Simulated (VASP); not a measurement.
# PbS in VASP: settings compared

The runs below take PbS through single point, relaxation of cell and atoms, with r2SCAN, PBEsol.

All numbers are computed with VASP 6.6.1; they aren't measurements. Logs are shortened: lines on timing, memory, paths and dates and some standing lists are left out, and cuts for length are marked.

### 1 The cell of the first run

It takes space group Fm-3m (No. 225, cubic). The conventional cell has a = 6.051 Å, b = 6.051 Å, c = 6.051 Å, α = 90.00°, β = 90.00°, γ = 90.00°. Pb (site symmetry m-3m) has 6 S at 3.03 Å within 4.0 Å. Within 4.0 Å of S (site symmetry m-3m) lie 6 Pb at 3.03 Å.

### 2 Single point, r2SCAN (functional r2SCAN, strained)

Contents of POSCAR:

```
PbS
1.0
    0.0000000000      3.0255156500      3.0255156500
    3.0255156500      0.0000000000      3.0255156500
    3.0255156500      3.0255156500      0.0000000000
Pb S
1 1
Direct
    0.0000000000      0.0000000000      0.0000000000
    0.5000000000      0.5000000000      0.5000000000
```

Contents of INCAR.step1:

```
ALGO = Normal
EDIFF = 1E-4
ENCUT = 520
GGA = PE
ISMEAR = 0
LASPH = T
LCHARG = F
LREAL = F
LWAVE = T
NBANDS = 17
NELM = 60
PREC = Accurate
SIGMA = 0.05
```

Contents of INCAR.step2:

```
ALGO = Normal
EDIFF = 1E-6
ENCUT = 520
ISIF = 2
ISMEAR = 0
ISTART = 1
LASPH = T
LCHARG = F
LMIXTAU = T
LREAL = F
LWAVE = F
METAGGA = R2SCAN
NBANDS = 17
NELM = 60
PREC = Accurate
SIGMA = 0.05
```

Contents of KPOINTS:

```
k-points
0
Gamma
  10 10 10
```

Potentials or basis: VASP PAW PBE potentials, release 64 (Pb_d, S).

Launch:

```bash
$ cat potpaw_PBE.64/Pb_d/POTCAR potpaw_PBE.64/S/POTCAR > POTCAR
$ cp INCAR.step1 INCAR
$ mpirun -np 1 vasp_std > vasp.out
$ cp INCAR.step2 INCAR
$ mpirun -np 1 vasp_std > vasp.out
```

OUTCAR:

```text
EDIFF = 1E-6
   ENCUT = 520
   ISIF = 2
   ISMEAR = 0
   ISTART = 1
   LASPH = T
   LREAL = F
   METAGGA = R2SCAN
   NELM = 60
   PREC = Accurate

 ion  position               nearest neighbor table
   1  0.000  0.000  0.000-   2 3.03   2 3.03   2 3.03   2 3.03   2 3.03   2 3.03
   2  0.500  0.500  0.500-   1 3.03   1 3.03   1 3.03   1 3.03   1 3.03   1 3.03

  LATTYP: Found a face centered cubic cell.
 ALAT       =     6.0510313000

  Lattice vectors:

 A1 = (   0.0000000000,   3.0255156500,   3.0255156500)
 A2 = (   3.0255156500,   0.0000000000,   3.0255156500)
 A3 = (   3.0255156500,   3.0255156500,   0.0000000000)

Analysis of symmetry for initial positions (statically):
=====================================================================
 Subroutine PRICEL returns:
 Original cell was already a primitive cell.

 Routine SETGRP: Setting up the symmetry group for a
 face centered cubic supercell.

 Subroutine GETGRP returns: Found 48 space group operations
 (whereof 48 operations were pure point group operations)
 out of a pool of 48 trial point group operations.

The static configuration has the point symmetry O_h .

Analysis of symmetry for dynamics (positions and initial velocities):
=====================================================================
 Subroutine PRICEL returns:
 Original cell was already a primitive cell.

 Routine SETGRP: Setting up the symmetry group for a
 face centered cubic supercell.

 Subroutine GETGRP returns: Found 48 space group operations
 (whereof 48 operations were pure point group operations)
 out of a pool of 48 trial point group operations.

The dynamic configuration has the point symmetry O_h .

 Subroutine INISYM returns: Found 48 space group operations
 (whereof 48 operations are pure point group operations),
 and found     1 'primitive' translations

----------------------------------------------------------------------------------------

                                     Primitive cell

  volume of cell :      55.3896

  direct lattice vectors                    reciprocal lattice vectors
     0.000000000  3.025515650  3.025515650    -0.165261085  0.165261085  0.165261085
     3.025515650  0.000000000  3.025515650     0.165261085 -0.165261085  0.165261085
     3.025515650  3.025515650  0.000000000     0.165261085  0.165261085 -0.165261085

  length of vectors
     4.278725265  4.278725265  4.278725265     0.286240596  0.286240596  0.286240596

  position of ions in fractional coordinates (direct lattice)
     0.000000000  0.000000000  0.000000000
     0.500000000  0.500000000  0.500000000

  ion indices of the primitive-cell ions
   primitive index   ion index
                 1           1
                 2           2

----------------------------------------------------------------------------------------

 KPOINTS: k-points

Automatic generation of k-mesh.
 Grid dimensions read from file:
 generate k-points for:   10   10   10

 Generating k-lattice:

  Cartesian coordinates                     Fractional coordinates (reciprocal lattice)
    -0.016526109  0.016526109  0.016526109     0.100000000  0.000000000  0.000000000
     0.016526109 -0.016526109  0.016526109     0.000000000  0.100000000  0.000000000
     0.016526109  0.016526109 -0.016526109     0.000000000  0.000000000  0.100000000

  Length of vectors
     0.028624060  0.028624060  0.028624060

  Shift w.r.t. Gamma in fractional coordinates (k-lattice)
     0.000000000  0.000000000  0.000000000

 Subroutine IBZKPT returns following result:
 ===========================================

 Found     47 irreducible k-points:

 Following reciprocal coordinates:
            Coordinates               Weight
  0.000000  0.000000  0.000000      1.000000
  0.100000  0.000000  0.000000      8.000000
  0.200000  0.000000  0.000000      8.000000
  0.300000  0.000000  0.000000      8.000000
  0.400000  0.000000  0.000000      8.000000
  0.500000  0.000000  0.000000      4.000000
[... 16 lines left out ...]
  0.300000  0.300000  0.000000      6.000000
  0.400000  0.300000  0.000000     24.000000
 [... further k-points ...]
   k-points           NKPTS =     47   k-points in BZ     NKDIM =     47   number of bands    NBANDS=     17
   number of dos      NEDOS =    301   number of ions     NIONS =      2
   total plane-waves  NPLWV =  32768
   dimension x,y,z NGX =    32 NGY =   32 NGZ =   32
   dimension x,y,z NGXF=    64 NGYF=   64 NGZF=   64
   ions per type =               1   1
   NGX,Y,Z   is equivalent  to a cutoff of  12.43, 12.43, 12.43 a.u.
   NGXF,Y,Z  is equivalent  to a cutoff of  24.87, 24.87, 24.87 a.u.
 SYSTEM =  unknown system
   PREC   = accura    normal or accurate (medium, high low for compatibility)
   ISTART =      1    job   : 0-new  1-cont  2-samecut
   ICHARG =      0    charge: 1-file 2-atom 10-const
   ISPIN  =      1    spin polarized calculation?
   LNONCOLLINEAR =      F non collinear calculations
   LSORBIT =      F    spin-orbit coupling
   LASPH  =      T    aspherical Exc in radial PAW
   ENCUT  =  520.0 eV  38.22 Ry    6.18 a.u.   7.96  7.96  7.96*2*pi/ulx,y,z
   NELM   =     60;   NELMIN=  2; NELMDL=  0     # of ELM steps
   EDIFF  = 0.1E-05   stopping-criterion for ELM
   LREAL  =      F    real-space projection
   EDIFFG = 0.1E-04   stopping-criterion for IOM
   NSW    =      0    number of steps for IOM
   IBRION =     -1    ionic relax: 0-MD 1-quasi-New 2-CG
   NFREE  =      0    steps in history (QN), initial steepest desc. (CG)
   ISIF   =      2    stress and relaxation
   ISYM   =      2    0-nonsym 1-usesym 2-fastsym
   POTIM  = 0.5000    time-step for ionic-motion
   TEBEG  =    0.0;   TEEND  =   0.0 temperature during run
   PSTRESS=    0.0 pullay stress
   NELECT =      20.0000    total number of electrons
   NUPDOWN=      -1.0000    fix difference up-down
   EMIN   =  10.00;   EMAX   =-10.00  energy-range for DOS
   EFERMI =   0.00;   METHOD = LEGACY
   ISMEAR =     0;   SIGMA  =   0.05  broadening in eV -4-tet -1-fermi 0-gaus
   EFERMI_NEDOS =   21; number of points for ismear=-14 and -15
   IALGO  =     38    algorithm
   IMIX   =      4    mixing-type and parameters
     AMIX     =   0.40;   BMIX     =  1.00
     AMIX_MAG =   1.60;   BMIX_MAG =  1.00
  volume/ion in A,a.u.               =      27.69       186.89
  Fermi-wavevector in a.u.,A,eV,Ry     =   1.165759  2.202965 18.490235  1.358994
  Thomas-Fermi vector in A             =   2.302281
   LORBIT       =      0    0 simple, 1 ext, 2 COOP (PROOUT), +10 PAW based schemes
   METAGGA = R2SCAN    functional components
   LHFCALC =     F    Hartree Fock is set to
   AEXX    =    0.0000 exact exchange contribution
   IVDW    =     0    specifies the selected vdW correction
   LEPSILON=     F    determine dielectric tensor
   LRPA    =     F    only Hartree local field effects (RPA)
 non-spin polarized calculation
 Gauss-broadening in eV      SIGMA  =   0.05
  energy-cutoff  :      520.00
  volume of cell :       55.39
 maximum number of plane-waves:      1524
   NGX = 15   NGY = 15   NGZ = 15

 number of electron      20.0000006 magnetization

 Free energy of the ion-electron system (eV)
  ---------------------------------------------------
  ext. energy  EPLUGINS =         0.00000000
  ---------------------------------------------------
  free energy    TOTEN  =       -65.59883336 eV

  energy without entropy =      -65.59883336  energy(sigma->0) =      -65.59883336

 E-fermi :   5.1245     XC(G=0):  -9.9553

 val. band max:        4.8661622948   @ k =   0.5000   0.0000   0.0000
 cond. band min:       5.6981044525   @ k =   0.5000   0.0000   0.0000
 fundamental gap:      0.8319421577
 Fermi energy:         5.1244557033

 k-point     1 :       0.0000    0.0000    0.0000
  band No.  band energies     occupation
      1     -12.4384      2.00000
      2     -12.4384      2.00000
      3     -12.4384      2.00000
      4     -12.4204      2.00000
      5     -12.4204      2.00000
      6      -8.7463      2.00000
[... 9 lines left out ...]
     16      12.2120      0.00000
     17      14.1284      0.00000

 k-point     2 :       0.1000    0.0000    0.0000
  band No.  band energies     occupation
      1     -12.4379      2.00000
      2     -12.4364      2.00000
      3     -12.4364      2.00000
      4     -12.4214      2.00000
      5     -12.4214      2.00000
      6      -8.6670      2.00000
[... 9 lines left out ...]
     16      12.4516      0.00000
     17      14.9045      0.00000

 k-point     3 :       0.2000    0.0000    0.0000
  band No.  band energies     occupation
      1     -12.4369      2.00000
      2     -12.4359      2.00000
      3     -12.4359      2.00000
      4     -12.4192      2.00000
      5     -12.4192      2.00000
      6      -8.4414      2.00000
[... 9 lines left out ...]
     16      13.0301      0.00000
     17      16.3249      0.00000

 k-point     4 :       0.3000    0.0000    0.0000
  band No.  band energies     occupation
      1     -12.4415      2.00000
      2     -12.4415      2.00000
      3     -12.4358      2.00000
      4     -12.4102      2.00000
      5     -12.4102      2.00000
      6      -8.1136      2.00000
[... 9 lines left out ...]
     16      13.8875      0.00000
     17      17.5049      0.00000
[... 343 lines left out ...]
      1     -12.4464      2.00000
      2     -12.4352      2.00000
      3     -12.4329      2.00000
      4     -12.4208      2.00000
      5     -12.4096      2.00000
      6      -7.9969      2.00000
[... 9 lines left out ...]
     16      15.2535      0.00000
     17      15.6863      0.00000

 k-point    23 :       0.3000    0.3000    0.0000
  band No.  band energies     occupation
      1     -12.4888      2.00000
      2     -12.4510      2.00000
      3     -12.4076      2.00000
      4     -12.4075      2.00000
      5     -12.4071      2.00000
      6      -7.8833      2.00000
[... 9 lines left out ...]
     16      15.7858      0.00000
     17      16.2833      0.00000

 k-point    24 :       0.4000    0.3000    0.0000
  band No.  band energies     occupation
      1     -12.5055      2.00000
      2     -12.4509      2.00000
      3     -12.4106      2.00000
      4     -12.4024      2.00000
      5     -12.3976      2.00000
      6      -7.6299      2.00000
[... 9 lines left out ...]
     16      16.3425      0.00000
     17      17.0556      0.00000

 [... further k-points ...]

------------------------ aborting loop because EDIFF is reached ----------------------------------------

  FORCE on cell =-STRESS in cart. coord.  units (eV):
  Direction    XX          YY          ZZ          XY          YZ          ZX
  --------------------------------------------------------------------------------------
  -------------------------------------------------------------------------------------
  Total       -0.7126821     -0.7126821     -0.7126821      0.0000000      0.0000000      0.0000000
  in kB      -20.6147582    -20.6147582    -20.6147582      0.0000000      0.0000000      0.0000000
  external PRESSURE =     -20.6147582 kB  Pullay stress =       0.0000000 kB

 VOLUME and BASIS-vectors are now :
 -----------------------------------------------------------------------------
  energy-cutoff  :      520.00
  volume of cell :       55.39
      direct lattice vectors                 reciprocal lattice vectors
     0.000000000  3.025515650  3.025515650    -0.165261085  0.165261085  0.165261085
     3.025515650  0.000000000  3.025515650     0.165261085 -0.165261085  0.165261085
     3.025515650  3.025515650  0.000000000     0.165261085  0.165261085 -0.165261085

 POSITION                                       TOTAL-FORCE (eV/Angst)
 -----------------------------------------------------------------------------------
      0.00000      0.00000      0.00000        -0.000000     -0.000000     -0.000000
      3.02552      3.02552      3.02552         0.000000      0.000000      0.000000
 -----------------------------------------------------------------------------------
    total drift:                                0.000000     -0.000000     -0.000000

  FREE ENERGIE OF THE ION-ELECTRON SYSTEM (eV)
  ---------------------------------------------------
  free  energy   TOTEN  =       -65.5988333632 eV

  energy  without entropy=      -65.5988333632  energy(sigma->0) =      -65.59883336
```

It took 49 s on 1 thread of Intel Xeon 6975P-C (Granite Rapids), shared host; peak memory 0.2 GiB.

Results:

```
Free energy            : -65.5988 eV
Pressure               : -2.1 GPa
Band gap on the k mesh : 0.83 eV, direct
```

Levels at points of the mesh, in eV from the valence-band top:
```tsv
k point	band 7	band 8	band 9	band 10	band 11	band 12	band 13	band 14
(0.00, 0.00, 0.00)	-6.16	-1.96	-1.96	-1.96	5.44	5.44	5.44	7.35
(0.50, 0.00, 0.00)	-8.70	-1.61	-1.61	0.00	0.83	2.37	2.37	9.13
(0.50, 0.50, 0.00)	-7.22	-4.81	-3.15	-3.15	4.46	5.85	5.91	5.91
```

Caveat: the cell differs from its parent crystal (functional r2SCAN, strained); the PAW data sets were made with another functional, which shifts forces and pressure a little; spin-orbit coupling is left out, which moves the levels of the heavy elements. A k mesh can miss the band edges.

(Continued in part 2 of 2.)
